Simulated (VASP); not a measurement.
# Si16N (a cell with a defect) in VASP: notebook

Runs on Si16N (a cell with a defect). Level: PBEsol. Tasks: single point.

Everything below comes from runs of VASP 6.6.1. Logs are shortened: lines on timing, memory, paths and dates and some standing lists are left out, and cuts for length are marked.

### 1 The cell of the first run

The cell holds a defect, 17 atoms: a = 7.679 Å, b = 7.679 Å, c = 7.679 Å, α = 60.00°, β = 60.00°, γ = 60.00°.

### 2 Single point, PBEsol, collinear spin, zero start

The input, INCAR:

```
  ALGO = Normal
  EDIFF = 1E-6
  ENCUT = 520
  GGA = PS
  ISIF = 2
  ISMEAR = 0
  ISPIN = 2
  LASPH = T
  LCHARG = F
  LORBIT = 11
  LREAL = Auto
  LWAVE = F
  MAGMOM = 0 0 0 0 0 0 0 0 0 0 0 0 0 0 0 0 0
  NBANDS = 52
  NELM = 150
  PREC = Accurate
  SIGMA = 0.02
```

The input, KPOINTS:

```
k-points
0
Gamma
  2 2 2
```

The input, POSCAR:

```
Si16N
1.0
    0.0000000000      5.4300000000      5.4300000000
    5.4300000000      0.0000000000      5.4300000000
    5.4300000000      5.4300000000      0.0000000000
Si N
16 1
Direct
    0.0140825967     -0.0077606814     -0.0333288214
    0.1323765193      0.1082129834      0.1066669429
    0.0094922652     -0.0189464088      0.4815880295
    0.1449637201      0.1323193370      0.5653241252
    0.0203549724      0.4825523941     -0.0100708103
    0.1531122468      0.5974350829      0.1113293738
   -0.0290766114      0.5036478821      0.5435464088
    0.1487784530      0.6126359116      0.6176874770
    0.5061080110     -0.0047837017     -0.0034862799
    0.6403738490      0.1211721915      0.1113158379
    0.5121582873      0.0053733886      0.4859363720
    0.6370512891      0.1178461326      0.6218185083
    0.5194018416      0.4943699816      0.0003016575
    0.6476385820      0.6220485267      0.1171034070
    0.5221204420      0.4917495396      0.4907611418
    0.6094751381      0.6359327808      0.6316346225
    0.0743546961      0.3860211786      1.3509454880
```

Potentials or basis: VASP PAW PBE potentials, release 64 (Si, N).

Started as:

```sh
> cat potpaw_PBE.64/Si/POTCAR potpaw_PBE.64/N/POTCAR > POTCAR
> mpirun -np 1 vasp_std > vasp.out
```

OUTCAR:

```text
EDIFF = 1E-6
   ENCUT = 520
   GGA = PS
   ISIF = 2
   ISMEAR = 0
   ISPIN = 2
   LASPH = T
   LORBIT = 11
   LREAL = Auto
   NELM = 150
   PREC = Accurate

 ion  position               nearest neighbor table
   1  0.014  0.992  0.967-   2 2.35  10 2.35   6 2.48   4 2.52
   2  0.132  0.108  0.107-   1 2.35   9 2.35   3 2.35   5 2.35
   3  0.009  0.981  0.482-   8 2.32   4 2.34  12 2.34   2 2.35
   4  0.145  0.132  0.565-  17 1.85  11 2.32   3 2.34   7 2.43   1 2.52
   5  0.020  0.483  0.990-   6 2.31   8 2.33  14 2.34   2 2.35
   6  0.153  0.597  0.111-  17 1.81  13 2.31   5 2.31   1 2.48   7 2.73
   7  0.971  0.504  0.544-  17 1.75  16 2.28   8 2.30   4 2.43   6 2.73
   8  0.149  0.613  0.618-   7 2.30   3 2.32   5 2.33  15 2.34
   9  0.506  0.995  0.997-  14 2.34  12 2.35   2 2.35  10 2.35
  10  0.640  0.121  0.111-  13 2.34   1 2.35  11 2.35   9 2.35
  11  0.512  0.005  0.486-   4 2.32  16 2.32  12 2.34  10 2.35
  12  0.637  0.118  0.622-  11 2.34   3 2.34  15 2.35   9 2.35
  13  0.519  0.494  0.000-   6 2.31  16 2.32  14 2.34  10 2.34
  14  0.648  0.622  0.117-  13 2.34   5 2.34   9 2.34  15 2.34
  15  0.522  0.492  0.491-   8 2.34  14 2.34  12 2.35  16 2.35
  16  0.609  0.636  0.632-   7 2.28  13 2.32  11 2.32  15 2.35
  17  0.074  0.386  0.351-   7 1.75   6 1.81   4 1.85

  LATTYP: Found a face centered cubic cell.
 ALAT       =    10.8600000000

  Lattice vectors:

 A1 = (   0.0000000000,   5.4300000000,   5.4300000000)
 A2 = (   5.4300000000,   0.0000000000,   5.4300000000)
 A3 = (   5.4300000000,   5.4300000000,   0.0000000000)

Analysis of symmetry for initial positions (statically):
=====================================================================
 Subroutine PRICEL returns:
 Original cell was already a primitive cell.

 Routine SETGRP: Setting up the symmetry group for a
 face centered cubic supercell.

 Subroutine GETGRP returns: Found  1 space group operations
 (whereof  1 operations were pure point group operations)
 out of a pool of 48 trial point group operations.

The static configuration has the point symmetry C_1 .

Analysis of symmetry for dynamics (positions and initial velocities):
=====================================================================
 Subroutine PRICEL returns:
 Original cell was already a primitive cell.

 Routine SETGRP: Setting up the symmetry group for a
 face centered cubic supercell.

 Subroutine GETGRP returns: Found  1 space group operations
 (whereof  1 operations were pure point group operations)
 out of a pool of 48 trial point group operations.

The dynamic configuration has the point symmetry C_1 .

Analysis of structural, dynamic, and magnetic symmetry:
=====================================================================
 Subroutine PRICEL returns:
[... 170 lines left out ...]

  energy without entropy =      -97.79055677  energy(sigma->0) =      -97.79209081

 E-fermi :   6.2040     XC(G=0):  -9.6939

 val. band max:        6.2003567525   @ k =   0.5000   0.0000   0.5000
 cond. band min:       6.2096966076   @ k =   0.5000   0.5000   0.5000
 fundamental gap:      0.0093398552
 Fermi energy:         6.2040148042

 spin component 1

 k-point     1 :       0.0000    0.0000    0.0000
  band No.  band energies     occupation
      1     -10.5568      1.00000
      2      -5.7302      1.00000
      3      -4.2651      1.00000
      4      -3.8141      1.00000
      5      -3.7247      1.00000
      6      -3.1277      1.00000
[... 381 lines left out ...]
     45       9.9279      0.00000
     46      10.1937      0.00000
 Fermi energy:         6.2040148042

 spin component 2

 k-point     1 :       0.0000    0.0000    0.0000
  band No.  band energies     occupation
      1     -10.5569      1.00000
      2      -5.7302      1.00000
      3      -4.2652      1.00000
      4      -3.8141      1.00000
      5      -3.7247      1.00000
      6      -3.1278      1.00000
[... 381 lines left out ...]
     45       9.9279      0.00000
     46      10.1937      0.00000
 [bands above 46 left out]

------------------------ aborting loop because EDIFF is reached ----------------------------------------

  FORCE on cell =-STRESS in cart. coord.  units (eV):
  Direction    XX          YY          ZZ          XY          YZ          ZX
  --------------------------------------------------------------------------------------
  -------------------------------------------------------------------------------------
  Total        6.9014574      1.9540438      2.4475308     -0.4013426      2.5602625     -1.0204424
  in kB       34.5320141      9.7772200     12.2464231     -2.0081512     12.8104854     -5.1058681
  external PRESSURE =      18.8518857 kB  Pullay stress =       0.0000000 kB

 VOLUME and BASIS-vectors are now :
 -----------------------------------------------------------------------------
  energy-cutoff  :      520.00
  volume of cell :      320.21
      direct lattice vectors                 reciprocal lattice vectors
     0.000000000  5.430000000  5.430000000    -0.092081031  0.092081031  0.092081031
     5.430000000  0.000000000  5.430000000     0.092081031 -0.092081031  0.092081031
     5.430000000  5.430000000  0.000000000     0.092081031  0.092081031 -0.092081031

 POSITION                                       TOTAL-FORCE (eV/Angst)
 -----------------------------------------------------------------------------------
     10.63688      5.32549      5.46433        -0.029462      0.086207      0.010703
      1.16680      1.29801      1.30640         0.049116     -0.041619      0.092968
      7.94214      2.66657      5.37866        -0.068752     -0.017565      0.035678
      3.78820      3.85686      1.50565        -0.007923     -0.058399      0.031355
      7.99558      5.48584      2.73079        -0.157512     -0.274504      0.202172
      3.84859      1.43592      4.07547        -0.386968     -0.169923     -0.158747
[... 9 lines left out ...]
      6.88289      6.73923      6.76256         0.149305     -0.113464     -0.091857
      4.00173      2.30938      2.49984         0.414392      0.500885     -0.051824
 -----------------------------------------------------------------------------------
    total drift:                               -0.006231     -0.004979      0.000325

  FREE ENERGIE OF THE ION-ELECTRON SYSTEM (eV)
  ---------------------------------------------------
  free  energy   TOTEN  =       -97.7936248540 eV

  energy  without entropy=      -97.7905567687  energy(sigma->0) =      -97.79209081

 total charge

# of ion       s       p       d       tot
------------------------------------------
    1        0.769   0.871   0.000   1.640
    2        0.743   0.950   0.000   1.693
    3        0.753   0.944   0.000   1.697
    4        0.738   0.894   0.000   1.632
    5        0.754   0.939   0.000   1.693
    6        0.755   0.892   0.000   1.646
[... 9 lines left out ...]
   16        0.748   0.975   0.000   1.723
   17        1.270   2.513   0.000   3.783
--------------------------------------------------
tot         13.242  17.573   0.000  30.815

 magnetization (x)

# of ion       s       p       d       tot
------------------------------------------
    1       -0.000  -0.000   0.000  -0.000
    2       -0.000  -0.000   0.000  -0.000
    3       -0.000  -0.000   0.000  -0.000
    4       -0.000  -0.000   0.000  -0.000
    5       -0.000  -0.000   0.000  -0.000
    6       -0.000  -0.000   0.000  -0.000
[... 9 lines left out ...]
   16       -0.000  -0.000   0.000  -0.000
   17       -0.000  -0.000   0.000  -0.000
--------------------------------------------------
tot         -0.000  -0.000   0.000  -0.000
```

stdout:

```text
POSCAR found type information on POSCAR SiN
 POSCAR found :  2 types and      17 ions
 scaLAPACK will be used
 -----------------------------------------------------------------------------
|                                                                             |
|                                                                             |
|     You enforced a specific xc type in the INCAR file but a different       |
|     I HOPE YOU KNOW WHAT YOU ARE DOING!                                     |
|                                                                             |
 -----------------------------------------------------------------------------

 LDA part: xc-table for (Slater+PW92), standard interpolation
 POSCAR, INCAR and KPOINTS ok, starting setup
 FFT: planning ... GRIDC
 FFT: planning ... GRID_SOFT
 FFT: planning ... GRID
 WAVECAR not read
 entering main loop
```

It took 19 min on 1 thread of Intel Xeon 8259CL, shared host; peak memory 0.72 GiB.

Results:

| Quantity | Value |
| --- | --- |
| Free energy | -97.7936 eV |
| Pressure | 1.9 GPa |
| Largest force | 0.652 eV/Å |
| Net moment | 0.00 μB per cell |
| Valence electrons inside the program's atomic spheres | Si 1.64, 1.69, 1.70, 1.63, 1.65, 1.72, 1.71 (each value once); N 3.78 |

Forces in eV/Å, atoms in the order of the input:
```
Si  -0.029  0.086  0.011
Si   0.049 -0.042  0.093
Si  -0.069 -0.018  0.036
Si  -0.008 -0.058  0.031
Si  -0.158 -0.275  0.202
Si  -0.387 -0.170 -0.159
Si   0.302  0.132 -0.226
Si  -0.078 -0.075  0.033
Si  -0.023 -0.016  0.017
Si  -0.081  0.003  0.047
Si  -0.015 -0.045  0.069
Si  -0.049  0.018  0.021
Si  -0.002  0.043 -0.023
Si   0.013  0.007  0.001
Si  -0.029  0.021 -0.010
Si   0.149 -0.113 -0.092
N    0.414  0.501 -0.052
```

Stress tensor (GPa, compression positive):
```
 3.45 -0.20 -0.51
-0.20  0.98  1.28
-0.51  1.28  1.22
```

Caveat: the k points lie up to 0.50 Å⁻¹ apart; the PAW data sets were made with another functional, which shifts forces and pressure a little.

### 3 Single point, PBEsol, collinear spin, zero start

The input, INCAR:

```
SYSTEM = Si16N
PREC = Accurate
ENCUT = 520
EDIFF = 1E-6
ISMEAR = 0
SIGMA = 0.02
LREAL = Auto
LASPH = .TRUE.
NELM = 150
ALGO = Normal
ISIF = 2
LWAVE = .FALSE.
LCHARG = .TRUE.
ISPIN = 2
MAGMOM = 0 0 0 0 0 0 0 0 0 0 0 0 0 0 0 0 0
LORBIT = 11
GGA = PS
LELF = .TRUE.
LVHAR = .TRUE.
NBANDS = 52
```

The input, KPOINTS:

```
regular mesh
0
G
  2 2 2
  0 0 0
```

The input, POSCAR:

```
Si16N
1.0
    0.0000000000      5.4300000000      5.4300000000
    5.4300000000      0.0000000000      5.4300000000
    5.4300000000      5.4300000000      0.0000000000
Si N
16 1
Direct
    0.0193351750     -0.0277243094     -0.0310659300
    0.1423849908      0.1030697053      0.0902720994
    0.0187965930     -0.0110989871      0.4656529466
    0.1393014733      0.1347486188      0.5683618785
    0.0219152855      0.4765383057     -0.0286791897
    0.1342830571      0.5750136280      0.1292099448
   -0.0472976059      0.5092867403      0.5972567219
    0.1692468692      0.6243354512      0.6044190608
    0.5157678637     -0.0103496317     -0.0140395028
    0.6463490792      0.1118730203      0.1082122468
    0.5085432781      0.0115913444      0.4817972376
    0.6459689687      0.1180846225      0.6118354512
    0.4991948435      0.4849867403      0.0187920810
    0.6485382136      0.6158418969      0.1123686004
    0.5415344383      0.4915653775      0.4864412523
    0.5907124309      0.6437934622      0.6522986188
    0.0462128913      0.4087042357      1.3981710866
```

Potentials or basis: VASP PAW PBE potentials, release 64 (Si, N).

Started as:

```sh
> cat potpaw_PBE.64/Si/POTCAR potpaw_PBE.64/N/POTCAR > POTCAR
> mpirun -np 1 vasp_std > vasp.out
```

Wall time 15 min (1 thread of Intel Xeon 8259CL, shared host); peak memory 0.72 GiB.

The run converged. Its results:

| Property | Result |
| --- | --- |
| Free energy | -98.0887 eV |
| Pressure | 1.6 GPa |
| Largest force | 0.039 eV/Å |
| Net moment | 0.00 μB per cell |
| Valence electrons inside the program's atomic spheres | Si 1.63, 1.69, 1.71, 1.70, 1.65, 1.68, 1.73 (each value once); N 3.82 |

Forces on the atoms (eV/Å):
```
Si  -0.004 -0.014 -0.010
Si   0.008  0.004 -0.001
Si   0.004  0.008 -0.003
Si  -0.015  0.017 -0.006
Si  -0.008 -0.010  0.002
Si   0.001  0.009 -0.003
Si   0.026  0.010 -0.001
Si  -0.005  0.003  0.000
Si  -0.001  0.003  0.006
Si   0.007  0.005 -0.002
Si   0.003  0.003 -0.002
Si  -0.004 -0.006  0.001
Si  -0.004  0.001 -0.002
Si   0.000  0.002 -0.003
Si   0.002  0.002  0.002
Si   0.002 -0.008 -0.002
N   -0.012 -0.028  0.024
```

Stress tensor (GPa, compression positive):
```
 3.34 -0.06 -0.42
-0.06  0.16  1.71
-0.42  1.71  1.20
```

Levels at points of the mesh, in eV from the Fermi level:
Spin up:
```csv
k point,band 30,band 31,band 32,band 33,band 34,band 35,band 36,band 37,band 38,band 39
"(0.00, 0.00, 0.00)",-1.33,-1.28,-0.79,-0.49,-0.40,-0.32,-0.03,0.39,0.52,0.63
"(0.50, 0.00, 0.00)",-1.69,-1.25,-1.10,-1.04,-0.77,-0.20,0.87,0.93,1.15,1.27
"(0.00, 0.50, 0.00)",-1.69,-1.48,-1.17,-1.02,-0.70,0.29,0.87,1.09,1.13,1.16
"(0.00, 0.00, 0.50)",-1.66,-1.44,-1.16,-0.89,-0.59,0.03,0.76,1.05,1.22,1.28
"(0.50, 0.50, 0.50)",-1.56,-1.32,-1.17,-1.08,-0.86,0.03,0.78,1.10,1.16,1.27
"(0.50, 0.50, 0.00)",-1.87,-1.70,-1.57,-1.54,-1.04,0.49,0.96,1.34,1.92,2.09
"(0.00, 0.50, 0.50)",-1.82,-1.69,-1.61,-1.60,-0.37,-0.23,0.80,1.16,1.64,1.96
"(0.50, 0.00, 0.50)",-1.83,-1.73,-1.55,-1.39,-1.13,0.24,1.00,1.34,1.92,2.05
```
Spin down:
```
           k point  band 30  band 31  band 32  band 33  band 34  band 35  band 36  band 37  band 38  band 39
(0.00, 0.00, 0.00)    -1.33    -1.28    -0.79    -0.49    -0.40    -0.32    -0.03     0.39     0.52     0.63
(0.50, 0.00, 0.00)    -1.69    -1.25    -1.10    -1.04    -0.77    -0.20     0.87     0.93     1.15     1.27
(0.00, 0.50, 0.00)    -1.69    -1.48    -1.17    -1.02    -0.70     0.29     0.87     1.09     1.13     1.16
(0.00, 0.00, 0.50)    -1.66    -1.44    -1.16    -0.89    -0.59     0.03     0.76     1.05     1.22     1.28
(0.50, 0.50, 0.50)    -1.56    -1.32    -1.17    -1.08    -0.86     0.03     0.78     1.10     1.16     1.27
(0.50, 0.50, 0.00)    -1.87    -1.70    -1.57    -1.54    -1.04     0.49     0.96     1.34     1.92     2.09
(0.00, 0.50, 0.50)    -1.82    -1.69    -1.61    -1.60    -0.37    -0.23     0.80     1.16     1.64     1.96
(0.50, 0.00, 0.50)    -1.83    -1.73    -1.55    -1.39    -1.13     0.24     1.00     1.34     1.92     2.05
```

Caveat: the k points lie up to 0.50 Å⁻¹ apart; the PAW data sets were made with another functional, which shifts forces and pressure a little.

[end of part 1 of 3]
